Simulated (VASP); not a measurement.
**LaNiBOs: single point with PBE**

Crystal: LaNiBOs.

```
B La Os Ni
1.0
     3.83667    0.00000    0.00000
     0.00000    3.83667    0.00000
     0.00000    0.00000    7.85849
B La Os Ni
2 2 2 2
Direct
  0.75000 0.75000 0.44000
  0.25000 0.25000 0.56000
  0.25000 0.25000 0.17000
  0.75000 0.75000 0.83000
  0.75000 0.75000 0.18000
  0.25000 0.25000 0.82000
  0.75000 0.25000 0.50000
  0.25000 0.75000 0.50000
```

| Quantity | Value |
| --- | --- |
| Program | VASP 6.6.1 |
| Task | single point |
| Functional | PBE |
| Potentials or basis | VASP PAW PBE potentials, release 64 (B, La, Os, Ni) |
| Cutoff | 520 eV |
| k mesh | 9 × 9 × 5 |
| Occupations | fermi-dirac, width 0.0109 eV |
| Spin | no spin polarisation |
| Dipole correction | no |
| k mesh for the DOS | 14 × 14 × 8 |
| Occupations for the DOS | tetrahedron |
| Further INCAR settings | ALGO = Normal; EDIFF = 1e-06 |

```json
{
  "Valence electrons inside the program's atomic spheres": "B 1.88; La 9.16; Os 7.62; Ni 9.61"
}
```

Levels at points of the mesh, in eV from the Fermi level:
| k point | band 29 | band 30 | band 31 | band 32 | band 33 | band 34 | band 35 | band 36 |
| --- | --- | --- | --- | --- | --- | --- | --- | --- |
| (0.00, 0.00, 0.00) | -0.80 | -0.75 | -0.75 | -0.67 | -0.67 | -0.04 | 0.93 | 2.87 |
| (0.50, 0.00, 0.00) | -0.62 | -0.62 | -0.15 | -0.15 | 0.87 | 0.87 | 0.97 | 0.97 |
| (0.50, 0.50, 0.00) | -1.36 | -1.36 | -0.45 | -0.45 | -0.35 | -0.35 | 1.95 | 1.95 |
| (0.00, 0.00, 0.50) | -1.51 | -1.49 | -1.38 | 0.15 | 0.15 | 0.77 | 2.71 | 2.95 |
| (0.50, 0.00, 0.50) | -0.16 | -0.16 | -0.10 | -0.10 | 0.84 | 0.84 | 0.96 | 0.96 |
| (0.50, 0.50, 0.50) | -1.23 | -1.23 | -0.35 | -0.35 | 0.49 | 0.49 | 1.99 | 1.99 |

It took 33 min on 1 thread of AMD EPYC 7R13 (shared host), peak memory 0.88 GiB.

Caveat: spin-orbit coupling is left out, which moves the levels of the heavy elements. Spin polarisation is off, so any magnetic state and its effect on volume and gap are missing.
